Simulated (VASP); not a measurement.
# Mg8Zn3O12 (a cell with a defect) in VASP: further runs, part 2 of 2

VASP 6.6.1. Earlier steps stand in the parts before.

## (3) Single point, PBEsol

File INCAR:

```
SYSTEM = Mg8Zn3O12
PREC     = Accurate       ! precision mode
ENCUT    = 520            ! plane-wave cutoff, eV
EDIFF    = 1E-7           ! SCF threshold, eV
ISMEAR   = 0              ! smearing method
SIGMA    = 0.05           ! smearing width, eV
LREAL    = Auto         
LASPH    = .True.         ! aspherical terms in the spheres
NELM     = 80             ! most SCF steps
ALGO     = Normal         ! electronic algorithm
ISIF     = 2              ! what is computed and relaxed
LWAVE    = .False.        ! write WAVECAR
LCHARG   = .False.        ! write CHGCAR
GGA      = PS             ! functional
NBANDS   = 79             ! bands
NELECT   = 126.0
```

File KPOINTS:

```
Automatic mesh
0
Gamma
  6 6 4
  0 0 0
```

File POSCAR:

```
Mg8Zn3O12
1.0
    2.9968604837     -5.1907146209      0.0000000000
   -5.9937209673      0.0000000000      0.0000000000
    0.0000000000      0.0000000000     -7.3066930200
Mg Zn O
8 3 12
Direct
    0.1628467488      0.3256935044      0.3235322729
    0.6666665869      0.3333332935      0.3379062174
    0.1628467488      0.8371532498      0.3235322729
    0.6743065754      0.8371532070      0.3235322729
    0.3256934976      0.1628467488      0.6764677244
    0.8371533242      0.1628467060      0.6764677244
    0.3333332935      0.6666665660      0.6620937799
    0.8371533242      0.6743066182      0.6764677244
    0.4999999402      0.0000000104      0.9999999973
    0.0000000000      0.4999999193      0.9999999973
    0.4999999402      0.4999999298      0.9999999973
    0.1740240152      0.3480480165      0.8213069830
    0.6666665869      0.3333332935      0.8251378542
    0.1740240152      0.8259760041      0.8213069830
    0.6519520427      0.8259759406      0.8213069830
    0.3480480304      0.1740240152      0.1786930143
    0.8259760579      0.1740239517      0.1786930143
    0.3333332935      0.6666665660      0.1748621430
    0.8259760579      0.6519521061      0.1786930143
    0.0000000000      0.4999999193      0.5000000671
    0.4999999402      0.4999999298      0.5000000671
    0.0000000000      1.0000000055      0.5000000671
    0.4999999402      1.0000000159      0.5000000671
```

Potentials or basis: VASP PAW PBE potentials, release 64 (Mg, Zn, O).

On the command line:

```console
$ cat potpaw_PBE.64/Mg/POTCAR potpaw_PBE.64/Zn/POTCAR potpaw_PBE.64/O/POTCAR > POTCAR
$ mpirun -np 1 vasp_std > vasp.out
```

OUTCAR:

```text
SYSTEM = Mg8Zn3O12
   PREC = Accurate
   ENCUT = 520
   EDIFF = 1E-7
   ISMEAR = 0
   LREAL = Auto
   LASPH = .True.
   NELM = 80
   ISIF = 2
   GGA = PS
   NELECT = 126.0

 ion  position               nearest neighbor table
   1  0.163  0.326  0.324-  17 2.05  16 2.05  18 2.08  22 2.13  20 2.17  21 2.17   4 2.93   3 2.93
                            10 2.94  11 2.94   2 3.00   2 3.00   7 3.04   3 3.07   4 3.07   6 3.08
   2  0.667  0.333  0.338-  16 2.02  19 2.02  17 2.02  23 2.10  21 2.10  20 2.10   4 3.00   3 3.00
                             1 3.00   1 3.00   3 3.00   4 3.00  11 3.01   9 3.01  10 3.01   5 3.04
   3  0.163  0.837  0.324-  19 2.05  16 2.05  18 2.08  22 2.13  23 2.17  20 2.17   4 2.93   1 2.93
                             9 2.94  10 2.94   2 3.00   2 3.00   7 3.04   1 3.07   4 3.07   8 3.08
[... 2143 lines left out ...]
  external PRESSURE =      95.7186042 kB  Pullay stress =       0.0000000 kB

 VOLUME and BASIS-vectors are now :
 -----------------------------------------------------------------------------
  energy-cutoff  :      520.00
  volume of cell :      227.32
      direct lattice vectors                 reciprocal lattice vectors
     2.996860484 -5.190714621  0.000000000     0.000000000 -0.192651701  0.000000000
    -5.993720967  0.000000000  0.000000000    -0.166841267 -0.096325850  0.000000000
     0.000000000  0.000000000 -7.306693020     0.000000000  0.000000000 -0.136860820

 POSITION                                       TOTAL-FORCE (eV/Angst)
 -----------------------------------------------------------------------------------
     -1.46409     -0.84529     -2.36395         0.004761      0.002749      0.008660
     -0.00000     -3.46048     -2.46898        -0.000000     -0.000000      0.001053
     -4.52963     -0.84529     -2.36395        -0.004761      0.002749      0.008660
     -2.99686     -3.50013     -2.36395         0.000000     -0.005498      0.008660
      0.00000     -1.69058     -4.94274        -0.000000      0.005498     -0.008660
      1.53277     -4.34542     -4.94274         0.004761     -0.002749     -0.008660
[... 15 lines left out ...]
     -0.00000      0.00000     -3.65335        -0.000000      0.000000     -0.000000
      1.49843     -2.59536     -3.65335        -0.000000      0.000000     -0.000000
 -----------------------------------------------------------------------------------
    total drift:                               -0.001617     -0.000249      0.001989

  FREE ENERGIE OF THE ION-ELECTRON SYSTEM (eV)
  ---------------------------------------------------
  free  energy   TOTEN  =      -126.2730393819 eV

  energy  without entropy=     -126.2730393819  energy(sigma->0) =     -126.27303938
```

OSZICAR:

```text
N       E                     dE             d eps       ncg     rms          rms(c)
DAV:   1     0.143829272858E+04    0.14383E+04   -0.57190E+04  3800   0.178E+03
[... 11 lines left out ...]
DAV:  13    -0.126273100231E+03    0.36084E-03   -0.42455E-03  5600   0.409E-01    0.799E-02
DAV:  14    -0.126273047344E+03    0.52887E-04   -0.94767E-04  5680   0.213E-01    0.396E-02
DAV:  15    -0.126273041883E+03    0.54603E-05   -0.19468E-04  4336   0.627E-02    0.149E-02
DAV:  16    -0.126273039279E+03    0.26040E-05   -0.32664E-05  5632   0.313E-02    0.408E-03
DAV:  17    -0.126273039405E+03   -0.12523E-06   -0.24363E-06  5704   0.125E-02    0.369E-03
DAV:  18    -0.126273039390E+03    0.14665E-07   -0.16725E-06  5304   0.120E-02    0.946E-04
DAV:  19    -0.126273039382E+03    0.80090E-08   -0.27677E-07  3216   0.466E-03
   1 F= -.12627304E+03 E0= -.12627304E+03  d E =-.191806E-15
```

It took 12 min on 1 thread of Intel Xeon Platinum 8488C (Sapphire Rapids), shared host; peak memory 0.5 GiB.

What came out:

```yaml
Free_energy: -126.2730 eV
Largest_force: 0.079 eV/Å
```

Forces on the atoms (eV/Å):
```
Mg   0.005  0.003  0.009
Mg   0.000  0.000  0.001
Mg  -0.005  0.003  0.009
Mg   0.000 -0.005  0.009
Mg   0.000  0.005 -0.009
Mg   0.005 -0.003 -0.009
Mg   0.000  0.000 -0.001
Mg  -0.005 -0.003 -0.009
Zn   0.000  0.000  0.000
Zn   0.000  0.000  0.000
Zn   0.000  0.000  0.000
O    0.021  0.012  0.060
O    0.000  0.000  0.079
O   -0.021  0.012  0.060
O    0.000 -0.024  0.060
O    0.000  0.024 -0.060
O    0.021 -0.012 -0.060
O    0.000  0.000 -0.079
O   -0.021 -0.012 -0.060
O    0.000  0.000  0.000
O    0.000  0.000  0.000
O    0.000  0.000  0.000
O    0.000  0.000  0.000
```

Levels at points of the mesh, in eV from the Fermi level:
```csv
k point,band 61,band 62,band 63,band 64,band 65,band 66
"(0.00, 0.00, 0.00)",-0.52,-0.38,-0.38,2.95,6.24,6.24
"(0.50, 0.00, 0.00)",-0.59,-0.48,-0.46,5.02,5.46,6.75
"(0.00, 0.00, 0.50)",-0.43,-0.27,-0.27,4.17,5.01,6.17
"(0.50, 0.00, 0.50)",-0.58,-0.52,-0.44,5.23,5.69,6.74
```

Caveat: the cell carries a net charge on a neutralising background, which shifts energy and pressure; the cell is charged against a uniform background, so pressure and absolute levels hang on convention; the PAW data sets were made with another functional, which shifts forces and pressure a little.
